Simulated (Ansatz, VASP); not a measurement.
## Zr: VASP beside Ansatz

```
CELL_PARAMETERS angstrom
-1.78554 1.78554 1.78554
1.78554 -1.78554 1.78554
1.78554 1.78554 -1.78554
ATOMIC_POSITIONS crystal
Zr 0.00000 0.00000 0.00000
```

Change from the starting cell: volume scaled by 0.96, crystal datasets.

Alike in both runs: task electric field gradients; functional PBE; k mesh 14 × 14 × 14; occupations fermi-dirac, width 0.08 eV; no spin polarisation.

|  | VASP | Ansatz |
| --- | --- | --- |
| version | VASP 6.6.1 | Ansatz 0.2.0 |
| potentials or method | VASP PAW PBE potentials, release 64 (Zr_sv), cutoff 520 eV | all-electron PAW with datasets made for the crystal, scalar-relativistic |

```csv
,VASP,Ansatz,Ansatz less VASP
pressure (GPa),0.4,0.3,0.00
```

Ansatz ran all-electron here, and VASP with PAW potentials.
